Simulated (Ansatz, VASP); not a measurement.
One calculation of GaSb, two programs

```xyz
2
Lattice="0.0000 2.9410 3.0556 3.0556 0.0000 3.0556 3.0556 2.9410 0.0000" Properties=species:S:1:pos:R:3 pbc="T T T"
Ga    0.0000    0.0000    0.0000
Sb    4.5834    4.4115    4.5834
```

Change from the starting cell: strain -0.0375 x Voigt [0, 1, 0, 0, 0, 0], atoms carried along.

Alike in both runs: task single point; functional PBEsol; k mesh 18 × 18 × 18; occupations gaussian, width 0.15 eV; no spin polarisation.

```csv
,VASP,Ansatz
version,VASP 6.6.1,Ansatz 0.2.0
potentials or method,"VASP PAW PBE potentials, release 64 (Ga_d, Sb), cutoff 520 eV","scalar-relativistic, plane waves, PAW"
valence electrons in the cell,18,28
```

|  | VASP | Ansatz | Ansatz less VASP |
| --- | --- | --- | --- |
| gap on the k mesh at the Fermi level (eV) | 0.14 | 0.12 | -0.014 |
| least direct gap on the mesh (eV) | 0.14 | 0.12 | -0.014 |
| pressure (GPa) | 2.3 | 2.1 | -0.11 |
| traceless stress, the component that is largest in VASP (GPa) | 1.05 | 1.05 | +0.002 |

VASP's potentials were made for PBE, not for PBEsol. VASP's potentials hold 18 valence electrons a cell and Ansatz's 28, so a difference there can come from the potentials and not from the codes.

Neither program's run includes spin-orbit coupling.
